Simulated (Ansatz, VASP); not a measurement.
AgB2: VASP beside Ansatz

INCAR

```
SYSTEM = AgB2
PREC     = Accurate       ! precision mode
ENCUT    = 520            ! plane-wave cutoff, eV
EDIFF    = 1E-6           ! SCF threshold, eV
ISMEAR   = -1             ! smearing method
SIGMA    = 0.05           ! smearing width, eV
LREAL    = .FALSE.        ! projectors in reciprocal space
LASPH    = .TRUE.         ! aspherical terms in the spheres
NELM     = 60             ! most SCF steps
ALGO     = Normal         ! electronic algorithm
ISIF     = 2              ! what is computed and relaxed
LWAVE    = .FALSE.        ! write WAVECAR
LCHARG   = .FALSE.        ! write CHGCAR
GGA      = PE             ! functional
NBANDS   = 16             ! bands
```

The input KPOINTS:

```
regular mesh
0
G
  14 14 11
  0 0 0
```

POSCAR

```
AgB2
1.0
    3.0211797805      0.0000000000      0.0000000000
   -1.5105898903      2.6164184393      0.0000000000
    0.0000000000      0.0000000000      4.0626616814
Ag B
1 2
Direct
    0.0000000000      0.0000000000      0.0000000000
    0.3333333333      0.6666666667      0.5000000000
    0.6666666667      0.3333333333      0.5000000000
```

Input for Ansatz:

```yaml
crystal:
  lattice:
    - [3.0211797805, 0.0, 0.0]
    - [-1.5105898903, 2.6164184393, 0.0]
    - [0.0, 0.0, 4.0626616814]
  atoms:
    - { symbol: Ag, position: [0.0, 0.0, 0.0] }
    - { symbol: B, position: [0.3333333333, 0.6666666667, 0.5] }
    - { symbol: B, position: [0.6666666667, 0.3333333333, 0.5] }
kpoints:
  mp_grid: { grid: [14, 14, 11] }
  band_path:
    path:
      - [0.0, 0.0, 0.0]
      - [0.5, 0.0, 0.0]
      - [0.3333333333, 0.3333333333, 0.0]
      - [0.0, 0.0, 0.0]
      - [0.0, 0.0, 0.5]
      - [0.5, 0.0, 0.5]
      - [0.3333333333, 0.3333333333, 0.5]
      - [0.0, 0.0, 0.5]
      - [0.5, 0.0, 0.5]
    npoints: 8
scf:
  occupations: { method: fermi_dirac, width: 0.05 }
hamiltonian:
  xc: pbe
  pseudopotentials:
    kind: all_electron
    lapw: { basis_error: 0.0005 }
    relativity: none
output:
  forces: true
  stress: true
  eigenvalues: true
  populations: true
```

Alike in both runs: task single point; functional PBE; k mesh 14 × 14 × 11; occupations fermi-dirac, width 0.05 eV; no spin polarisation.

```csv
,VASP,Ansatz
version,VASP 6.6.1,Ansatz 0.2.0
potentials or method,"VASP PAW PBE potentials, release 64 (Ag, B), cutoff 520 eV","all-electron LAPW, non-relativistic"
```

Ansatz gave:

* pressure (GPa): 3.4
* traceless stress, the component that is largest in VASP (GPa): 0.88

Problem. What did VASP give for the same quantities?

Solution. Pressure (GPa): -0.1; traceless stress, the component that is largest in VASP (GPa): -0.03.

Ansatz ran all-electron here, and VASP with PAW potentials.
